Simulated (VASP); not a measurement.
Input of a VASP 6.6.1 run:

Contents of INCAR:

```
SYSTEM = NaCl
PREC = Accurate
ENCUT = 600
EDIFF = 1E-8
ISMEAR = -1
SIGMA = 0.05
LREAL = .False.
LASPH = .True.
NELM = 60
ALGO = Normal
ISIF = 3
LWAVE = .False.
LCHARG = .True.
IBRION = 6
NFREE = 2
POTIM = 0.015
NSW = 1
```

Contents of KPOINTS:

```
Automatic mesh
0
Gamma
  6 6 6
  0 0 0
```

POSCAR

```
NaCl
1.0
    3.5021900000      0.0000000000      0.0000000000
    0.0000000000      3.5021900000      0.0000000000
    0.0000000000      0.0000000000      3.5021900000
Cl Na
1 1
Direct
    0.5000000000      0.5000000000      0.5000000000
    0.0000000000      0.0000000000      0.0000000000
```

Potentials or basis: VASP PAW LDA potentials, release 64 (Cl, Na_pv).

Launch:

```console
$ cat potpaw_LDA.64/Cl/POTCAR potpaw_LDA.64/Na_pv/POTCAR > POTCAR
$ mpirun -np 1 vasp_std > vasp.out
```

Predict the elastic constants C11, C12, C44.

71, -2, -4 GPa.

Estimate the Voigt bulk modulus.

22 GPa.

Predict the highest phonon frequency at Γ, LO-TO splitting left out.

47 cm⁻¹.

Phonon frequencies in cm⁻¹ (negative: imaginary):
```csv
q point,frequencies
"(0.000, 0.000, 0.000)",0 0 0 47 47 47
```

Caveat: the cell is under stress, which shifts elastic constants; the elastic tensor has a negative eigenvalue, so either the cell is unstable as it stands or the mesh is too thin.
